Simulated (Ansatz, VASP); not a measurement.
Two plane-wave programs on Zn

Contents of INCAR:

```
PREC = Accurate
ENCUT = 600
EDIFF = 1E-6
ISMEAR = -1
SIGMA = 0.1
LREAL = False
LASPH = True
NELM = 60
ALGO = Normal
ISIF = 3
LWAVE = False
LCHARG = False
GGA = RE
IBRION = 2
NSW = 80
EDIFFG = -0.01
```

The input KPOINTS:

```
regular mesh
0
Gamma
  5 5 5
```

The input POSCAR:

```
Zn
1.0
    4.9553948694      0.0000000000      0.0000000000
    0.0000000000      4.9553948694      0.0000000000
    0.0000000000      0.0000000000      4.9553948694
Zn
8
Direct
    0.0000000000      0.0000000000      0.0000000000
    0.5000000000      0.5000000000      0.5000000000
    0.2500000000      0.0000000000      0.5000000000
    0.7500000000      0.0000000000      0.5000000000
    0.5000000000      0.2500000000      0.0000000000
    0.5000000000      0.7500000000      0.0000000000
    0.0000000000      0.5000000000      0.2500000000
    0.0000000000      0.5000000000      0.7500000000
```

Input for Ansatz:

```yaml
crystal:
  lattice:
    - [4.9553948694, 0.0, 0.0]
    - [0.0, 4.9553948694, 0.0]
    - [0.0, 0.0, 4.9553948694]
  atoms:
    - { symbol: Zn, position: [0.0, 0.0, 0.0] }
    - { symbol: Zn, position: [0.5, 0.5, 0.5] }
    - { symbol: Zn, position: [0.25, 0.0, 0.5] }
    - { symbol: Zn, position: [0.75, 0.0, 0.5] }
    - { symbol: Zn, position: [0.5, 0.25, 0.0] }
    - { symbol: Zn, position: [0.5, 0.75, 0.0] }
    - { symbol: Zn, position: [0.0, 0.5, 0.25] }
    - { symbol: Zn, position: [0.0, 0.5, 0.75] }
hamiltonian:
  xc: revpbe
  pseudopotentials:
    kind: paw
    azcp:
      Zn: "pseudopotentials/Zn.paw.azcp"
basis:
  ecutwfc: 420
  fft_grid_basis: typed
kpoints:
  mp_grid: { grid: [5, 5, 5], shift: [0, 0, 0] }
magnetization:
  spin_polarized: false
scf:
  occupations: { method: fermi_dirac, width: 0.1 }
relax:
  max_steps: 60
  f_tol: 0.01
  cell: {}
output:
  write_density: true
  write_potential: true
  elf: true
  volumetric_format: npy
```

Alike in both runs: task relaxation of cell and atoms; functional revPBE; k mesh 5 × 5 × 5; occupations fermi-dirac, width 0.1 eV; no spin polarisation.

```csv
,VASP,Ansatz
version,VASP 6.6.1,Ansatz 0.2.0
potentials or method,"VASP PAW PBE potentials, release 64 (Zn), cutoff 600 eV","plane waves (420 eV) with PAW, scalar-relativistic"
valence electrons in the cell,96,96
```

VASP gave:

```
relaxed volume (Å³/atom)                                     : 15.88
relaxed cell length with the largest relative difference (Å) : 5.027
```

Question: Estimate Ansatz's values.

Answer: Relaxed volume (Å³/atom): 15.82; relaxed cell length with the largest relative difference (Å): 5.021.

VASP's potentials were made for PBE, not for revPBE.
